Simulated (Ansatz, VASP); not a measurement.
**PbS in VASP and in Ansatz**

Contents of INCAR:

```
PREC = Accurate ; ENCUT = 520
EDIFF = 1E-6 ; ISMEAR = 0
SIGMA = 0.03 ; LREAL = F
LASPH = T ; NELM = 60
ALGO = Normal ; ISIF = 2
LWAVE = F ; LCHARG = F
GGA = PS ; NBANDS = 17
```

File KPOINTS:

```
Automatic mesh
0
Gamma
  10 10 10
```

POSCAR

```
PbS
1.0
    0.0000000000      2.8167500000      2.8908750000
    2.8167500000      0.0000000000      2.8908750000
    2.8167500000      2.8167500000      0.0000000000
Pb S
1 1
Direct
    0.0000000000      0.0000000000      0.0000000000
    0.5000000000      0.5000000000      0.5000000000
```

Input for Ansatz:

```yaml
crystal:
  lattice:
    - [0.0, 2.81675, 2.890875]
    - [2.81675, 0.0, 2.890875]
    - [2.81675, 2.81675, 0.0]
  atoms:
    - { symbol: Pb, position: [0.0, 0.0, 0.0] }
    - { symbol: S, position: [0.5, 0.5, 0.5] }
basis:
  ecutwfc: 420
kpoints:
  mp_grid: { grid: [10, 10, 10] }
hamiltonian:
  xc: pbesol
scf:
  occupations: { method: gaussian, width: 0.03 }
output:
  forces: true
  stress: true
  eigenvalues: true
```

Change from the starting cell: strain -0.050 along x and y, -0.025 along z, atoms carried along.

Alike in both runs: task single point; functional PBEsol; k mesh 10 × 10 × 10; occupations gaussian, width 0.03 eV; no spin polarisation.

|  | VASP | Ansatz |
| --- | --- | --- |
| version | VASP 6.6.1 | Ansatz 0.2.0 |
| potentials or method | VASP PAW PBE potentials, release 64 (Pb_d, S), cutoff 520 eV | scalar-relativistic, plane waves, PAW |
| valence electrons in the cell | 20 | 20 |

VASP gave:

* gap on the k mesh at the Fermi level (eV): 0.34
* least direct gap on the mesh (eV): 0.34
* pressure (GPa): 8.7
* traceless stress, the component that is largest in VASP (GPa): -3.59

Estimate Ansatz's values.

gap on the k mesh at the Fermi level (eV): 0.35; least direct gap on the mesh (eV): 0.35; pressure (GPa): 8.8; traceless stress, the component that is largest in VASP (GPa): -3.59.

VASP's potentials were made for PBE, not for PBEsol.

Neither program's run includes spin-orbit coupling.
